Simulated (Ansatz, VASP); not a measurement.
**Be4Ge3Pt in VASP and in Ansatz**

```
Be Ge Pt
1.0
     4.99270    0.00000    0.00000
     0.00000    4.99270    0.00000
     0.00000    0.00000    4.99270
Be Ge Pt
4 3 1
Cartesian
  1.6667 1.6667 1.6667
  1.6667 3.3260 3.3260
  3.3260 3.3260 1.6667
  3.3260 1.6667 3.3260
  2.4963 0.0000 0.0000
  0.0000 2.4963 0.0000
  0.0000 0.0000 2.4963
  0.0000 0.0000 0.0000
```

Alike in both runs: functional PBE; k mesh 8 × 8 × 8; occupations gaussian, width 0.1 eV; no spin polarisation.

Ansatz relaxed the structure, and its values are those at the end. VASP's run is a single point on that final structure, the one shown.

|  | VASP | Ansatz |
| --- | --- | --- |
| version | VASP 6.6.1 | Ansatz 0.2.0 |
| potentials or method | VASP PAW PBE potentials, release 64 (Be, Ge_d, Pt), cutoff 520 eV | scalar-relativistic, plane waves, PAW |
| valence electrons in the cell | 60 | 68 |

VASP gave:

* gap on the k mesh at the Fermi level (eV): none
* pressure (GPa): 0.1

Which values does Ansatz return?

gap on the k mesh at the Fermi level (eV): none; pressure (GPa): 0.0.

A gap of «none» marks a metal or a gap that the smearing closes. The functional is the same, so the differences come from potentials, cutoffs and numerics. VASP's potentials hold 60 valence electrons a cell and Ansatz's 68, so a difference there can come from the potentials and not from the codes.

Spin-orbit coupling is off throughout.
